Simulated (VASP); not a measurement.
# La2TaO2 (P6/mmm) in VASP: notebook, part 2 of 2

VASP 6.6.1. Earlier steps stand in the parts before.

**4. Relaxation of cell and atoms, PBE, collinear spin**

The input, INCAR:

```
PREC = Accurate
ENCUT = 600
EDIFF = 1E-6
ISMEAR = 0
SIGMA = 0.1
LREAL = F
LASPH = T
NELM = 150
ALGO = Normal
ISIF = 3
LWAVE = F
LCHARG = F
ISPIN = 2
MAGMOM = 0 0 1 0 0
LORBIT = 11
LMAXMIX = 6
GGA = PE
IBRION = 2
NSW = 90
EDIFFG = -0.04
```

The input, KPOINTS:

```
regular mesh
0
Gamma
  6 6 2
```

The input, POSCAR:

```
La2TaO2
1.0
    3.6689314600      0.0000000000      0.0000000000
   -1.8344657300      3.1773878500      0.0000000000
    0.0000000000      0.0000000000      8.7418344100
La Ta O
2 1 2
Direct
    0.0000000000      0.0000000000      0.2101468400
    0.0000000000      0.0000000000      0.7898531600
    0.0000000000      0.0000000000      0.5000000000
    0.3333333300      0.6666666700      0.0000000000
    0.6666666700      0.3333333300      0.0000000000
```

Potentials or basis: VASP PAW PBE potentials, release 64 (La, Ta_pv, O).

The run is started by

```sh
> cat potpaw_PBE.64/La/POTCAR potpaw_PBE.64/Ta_pv/POTCAR potpaw_PBE.64/O/POTCAR > POTCAR
> mpirun -np 1 vasp_std > vasp.out
```

OUTCAR:

```text
PREC = Accurate
   ENCUT = 600
   EDIFF = 1E-6
   ISMEAR = 0
   LREAL = F
   LASPH = T
   NELM = 150
   ISIF = 3
   ISPIN = 2
   LORBIT = 11
   GGA = PE
   IBRION = 2
   NSW = 90
   EDIFFG = -0.04

 ion  position               nearest neighbor table
   1  0.000  0.000  0.210-   3 2.53   4 2.80   5 2.80   5 2.80   4 2.80   5 2.80   4 2.80   2 3.67

   2  0.000  0.000  0.790-   3 2.53   4 2.80   5 2.80   5 2.80   4 2.80   5 2.80   4 2.80   1 3.67

   3  0.000  0.000  0.500-   1 2.53   2 2.53
   4  0.333  0.667  0.000-   1 2.80   2 2.80   1 2.80   2 2.80   1 2.80   2 2.80
   5  0.667  0.333  0.000-   1 2.80   2 2.80   1 2.80   2 2.80   1 2.80   2 2.80

  LATTYP: Found a hexagonal cell.
 ALAT       =     3.6689314600
 C/A-ratio  =     2.3826649544

  Lattice vectors:

 A1 = (   3.6689314600,   0.0000000000,   0.0000000000)
 A2 = (  -1.8344657300,   3.1773878500,   0.0000000000)
 A3 = (   0.0000000000,   0.0000000000,   8.7418344100)

Analysis of symmetry for initial positions (statically):
=====================================================================
 Subroutine PRICEL returns:
 Original cell was already a primitive cell.

 Routine SETGRP: Setting up the symmetry group for a
 hexagonal supercell.

 Subroutine GETGRP returns: Found 24 space group operations
 (whereof 24 operations were pure point group operations)
 out of a pool of 24 trial point group operations.

The static configuration has the point symmetry D_6h.

Analysis of symmetry for dynamics (positions and initial velocities):
=====================================================================
 Subroutine PRICEL returns:
 Original cell was already a primitive cell.

 Routine SETGRP: Setting up the symmetry group for a
 hexagonal supercell.

 Subroutine GETGRP returns: Found 24 space group operations
 (whereof 24 operations were pure point group operations)
 out of a pool of 24 trial point group operations.

The dynamic configuration has the point symmetry D_6h.

Analysis of structural, dynamic, and magnetic symmetry:
=====================================================================
 Subroutine PRICEL returns:
 Original cell was already a primitive cell.

 Routine SETGRP: Setting up the symmetry group for a
 hexagonal supercell.

 Subroutine GETGRP returns: Found 24 space group operations
 (whereof 24 operations were pure point group operations)
 out of a pool of 24 trial point group operations.

The overall configuration has the point symmetry D_6h.

 Subroutine INISYM returns: Found 24 space group operations
 (whereof 24 operations are pure point group operations),
 and found     1 'primitive' translations

----------------------------------------------------------------------------------------

                                     Primitive cell

  volume of cell :     101.9090

  direct lattice vectors                    reciprocal lattice vectors
[... 86 lines left out ...]
   IBRION =      2    ionic relax: 0-MD 1-quasi-New 2-CG
   NFREE  =      1    steps in history (QN), initial steepest desc. (CG)
   ISIF   =      3    stress and relaxation
   ISYM   =      2    0-nonsym 1-usesym 2-fastsym
   POTIM  = 0.5000    time-step for ionic-motion
   TEBEG  =    0.0;   TEEND  =   0.0 temperature during run
   PSTRESS=    0.0 pullay stress
   NELECT =      45.0000    total number of electrons
   NUPDOWN=      -1.0000    fix difference up-down
   EMIN   =  10.00;   EMAX   =-10.00  energy-range for DOS
   EFERMI =   0.00;   METHOD = LEGACY
   ISMEAR =     0;   SIGMA  =   0.10  broadening in eV -4-tet -1-fermi 0-gaus
   EFERMI_NEDOS =   21; number of points for ismear=-14 and -15
   IALGO  =     38    algorithm
   IMIX   =      4    mixing-type and parameters
     AMIX     =   0.40;   BMIX     =  1.00
     AMIX_MAG =   1.60;   BMIX_MAG =  1.00
  volume/ion in A,a.u.               =      20.38       137.54
  Fermi-wavevector in a.u.,A,eV,Ry     =   1.246641  2.355811 21.145014  1.554115
  Thomas-Fermi vector in A             =   2.380810
   LORBIT       =     11    0 simple, 1 ext, 2 COOP (PROOUT), +10 PAW based schemes
   GGA     = PE    functional components
   LHFCALC =     F    Hartree Fock is set to
   AEXX    =    0.0000 exact exchange contribution
   IVDW    =     0    specifies the selected vdW correction
   LEPSILON=     F    determine dielectric tensor
   LRPA    =     F    only Hartree local field effects (RPA)
 conjugate gradient relaxation of ions
 spin polarized calculation
 Gauss-broadening in eV      SIGMA  =   0.10
  energy-cutoff  :      600.00
  volume of cell :      101.91
 maximum number of plane-waves:      3442
 NGX is ok and might be reduce to    30
   NGX = 15   NGY = 15   NGZ = 35

--------------------------------------- Ionic step        1  -------------------------------------------

 number of electron      44.9999995 magnetization       1.4171896

 Free energy of the ion-electron system (eV)
  ---------------------------------------------------
  ext. energy  EPLUGINS =         0.00000000
  ---------------------------------------------------
  free energy    TOTEN  =       -31.91354192 eV

  energy without entropy =      -31.89068036  energy(sigma->0) =      -31.90211114

------------------------ aborting loop because EDIFF is reached ----------------------------------------

  FORCE on cell =-STRESS in cart. coord.  units (eV):
  Direction    XX          YY          ZZ          XY          YZ          ZX
  --------------------------------------------------------------------------------------
  -------------------------------------------------------------------------------------
  Total       -0.3294084     -0.3294084      1.2955856     -0.0000000      0.0000000     -0.0000000
  in kB       -5.1788436     -5.1788436     20.3687461     -0.0000000      0.0000000     -0.0000000
  external PRESSURE =       3.3370196 kB  Pullay stress =       0.0000000 kB
[... 98 lines left out ...]
  FREE ENERGIE OF THE ION-ELECTRON SYSTEM (eV)
  ---------------------------------------------------
  free  energy   TOTEN  =       -34.5091892409 eV

  energy  without entropy=      -34.4928826658  energy(sigma->0) =      -34.50103595

 E-fermi :   6.0209     XC(G=0):  -9.9711

 val. band max:        6.0156685468   @ k =   0.3333   0.3333   0.5000
 cond. band min:       6.0890889487   @ k =   0.3333   0.1667   0.0000
 fundamental gap:      0.0734204019
 Fermi energy:         6.0208606847

 spin component 1

 k-point     1 :       0.0000    0.0000    0.0000
  band No.  band energies     occupation
      1     -29.2771      1.00000
      2     -29.2771      1.00000
      3     -29.2298      1.00000
      4     -26.8161      1.00000
      5     -25.8765      1.00000
      6     -13.9584      1.00000
[... 860 lines left out ...]
     27       7.8536      0.00000
     28       8.3065      0.00000

[... ionic steps 4 to 9 ...]

--------------------------------------- Ionic step       10  -------------------------------------------

 number of electron      45.0000008 magnetization       0.6889047

------------------------ aborting loop because EDIFF is reached ----------------------------------------
[... 73 lines left out ...]
--------------------------------------- Ionic step       12  -------------------------------------------

 number of electron      45.0000006 magnetization       0.7048803

 Free energy of the ion-electron system (eV)
  ---------------------------------------------------
  ext. energy  EPLUGINS =         0.00000000
  ---------------------------------------------------
  free energy    TOTEN  =       -34.66764742 eV

  energy without entropy =      -34.65210535  energy(sigma->0) =      -34.65987639

 E-fermi :   6.4847     XC(G=0): -10.2070

 val. band max:        6.4685703528   @ k =   0.5000   0.0000   0.0000
 cond. band min:       6.5042881988   @ k =   0.3333   0.3333   0.5000
 fundamental gap:      0.0357178459
 Fermi energy:         6.4847319233

 spin component 1

 k-point     1 :       0.0000    0.0000    0.0000
  band No.  band energies     occupation
      1     -28.7059      1.00000
      2     -28.6749      1.00000
      3     -28.6749      1.00000
      4     -26.1968      1.00000
      5     -25.4973      1.00000
      6     -13.6923      1.00000
[... 892 lines left out ...]
  FREE ENERGIE OF THE ION-ELECTRON SYSTEM (eV)
  ---------------------------------------------------
  free  energy   TOTEN  =       -34.6676474244 eV

  energy  without entropy=      -34.6521053491  energy(sigma->0) =      -34.65987639

 reached required accuracy - stopping structural energy minimisation

 total charge

# of ion       s       p       d       f       tot
--------------------------------------------------
    1        2.020   5.632   0.827   0.254   8.732
    2        2.020   5.632   0.827   0.254   8.732
    3        0.349   6.015   2.094   0.000   8.458
    4        1.585   3.383   0.000   0.000   4.968
    5        1.585   3.383   0.000   0.000   4.968
--------------------------------------------------
tot          7.558  24.045   3.748   0.508  35.858

 magnetization (x)

# of ion       s       p       d       f       tot
--------------------------------------------------
    1        0.000   0.007   0.003   0.017   0.027
    2        0.000   0.007   0.003   0.017   0.027
    3        0.019   0.007   0.429   0.000   0.454
    4       -0.000  -0.003   0.000   0.000  -0.004
    5       -0.000  -0.003   0.000   0.000  -0.004
--------------------------------------------------
tot          0.019   0.014   0.434   0.034   0.501
```

OSZICAR:

```text
N       E                     dE             d eps       ncg     rms          rms(c)
DAV:   1     0.586379998708E+03    0.58638E+03   -0.20360E+04  1592   0.265E+03
DAV:   2     0.913957946176E+02   -0.49498E+03   -0.48270E+03  2000   0.442E+02
DAV:   3    -0.124273763790E+02   -0.10382E+03   -0.10158E+03  2608   0.215E+02
[... 139 lines left out ...]
DAV:   4    -0.346676314278E+02    0.33733E-04   -0.69715E-04  2944   0.170E-01    0.290E-02
DAV:   5    -0.346676345016E+02   -0.30738E-05   -0.10583E-04  2976   0.696E-02    0.205E-02
DAV:   6    -0.346676428591E+02   -0.83575E-05   -0.19445E-05  2804   0.317E-02    0.857E-03
DAV:   7    -0.346676470139E+02   -0.41548E-05   -0.47049E-06  1788   0.189E-02    0.340E-03
DAV:   8    -0.346676474244E+02   -0.41057E-06   -0.54139E-07  1016   0.153E-02
  12 F= -.34667647E+02 E0= -.34659876E+02  d E =-.432227E-03  mag=     0.7052
```

It took 24 min on 1 thread of Intel Xeon 6975P-C (Granite Rapids), shared host; peak memory 0.35 GiB.

What came out:

```
Free energy                                           : -34.6676 eV
Relaxed volume                                        : 21.71 Å³/atom
Relaxed cell                                          : a = 3.760 Å, b = 3.760 Å, c = 8.865 Å, α = 90.00°, β = 90.00°, γ = 120.00°
Space group after relaxing (to 0.1 Å)                 : P6/mmm (No. 191)
Energy gained by relaxing                             : 550.8 meV/atom
Ionic steps                                           : 12
Pressure after relaxing                               : 0.0 GPa
Largest force after relaxing                          : 0.012 eV/Å
Net moment                                            : 0.70 μB per cell
Site moments                                          : La +0.03; Ta +0.45; O -0.00 μB
Valence electrons inside the program's atomic spheres : La 8.73; Ta 8.46; O 4.97
```

Forces on the atoms (eV/Å):
```
La   0.000  0.000 -0.012
La   0.000  0.000  0.012
Ta   0.000  0.000  0.000
O    0.000  0.000  0.000
O    0.000  0.000  0.000
```

Step by step:
```
step  energy change (eV)  largest force (eV/Å)  pressure (GPa)  volume (Å³)
   1              0.0000                5.2167            0.33       101.91
   2             -1.9646                2.6302           -0.16       102.53
   3             -2.5956                0.3673            4.14       103.04
   4             -2.5944                0.2832            5.05       103.10
   5             -2.5991                0.1180            4.51       103.07
   6             -2.5893                1.7131           -1.25       113.61
   7             -2.7364                0.6645            1.17       108.23
   8             -2.7276                0.5943           -2.04       110.99
   9             -2.7500                0.0765           -0.30       109.40
  10             -2.7536                0.0563           -0.22       109.08
  11             -2.7537                0.0515           -0.21       109.03
  12             -2.7541                0.0123            0.03       108.55
```

Final structure:
```
La Ta O
1.0
     3.76020    0.00000    0.00000
    -1.88010    3.25642    0.00000
     0.00000    0.00000    8.86465
La Ta O
2 1 2
Direct
  0.00000 0.00000 0.15569
  0.00000 0.00000 0.84431
  0.00000 0.00000 0.50000
  0.33333 0.66667 0.00000
  0.66667 0.33333 0.00000
```

Caveat: spin-orbit coupling is left out, which moves the levels of the heavy elements.

**5. Overview**

| task | cell | cutoff (eV) | gap on the mesh (eV) | pressure (GPa) | moment (μB) | largest force (eV/Å) |
| --- | --- | --- | --- | --- | --- | --- |
| single point | a = 3.669, b = 3.669, c = 8.742 Å, angles 90.0, 90.0, 120.0°, 5 atoms, atomic positions A | 520 | none | 0.4 | 1.42 | 5.22 |
| single point | a = 3.760, b = 3.760, c = 8.866 Å, angles 90.0, 90.0, 120.0°, 5 atoms, atomic positions B | 520 | none | 0.1 | 0.70 | 0.02 |
| relaxation of cell and atoms | relaxed from a = 3.669, b = 3.669, c = 8.742 Å, angles 90.0, 90.0, 120.0°, 5 atoms, atomic positions A | 600 | none | 0.0 | 0.70 | 0.01 |

Alike in all rows: level PBE; potentials or basis VASP PAW PBE potentials, release 64 (La, Ta_pv, O); spin collinear; k mesh 6 × 6 × 2; smearing gaussian 0.1 eV.

Caveats: spin-orbit coupling is left out, which moves the levels of the heavy elements; forces of over 1 eV/Å act on the atoms, so gaps and moduli don't describe the material at rest (at least some runs).

Total energies depend on the potentials used, so only differences within one code and one set of settings carry meaning.
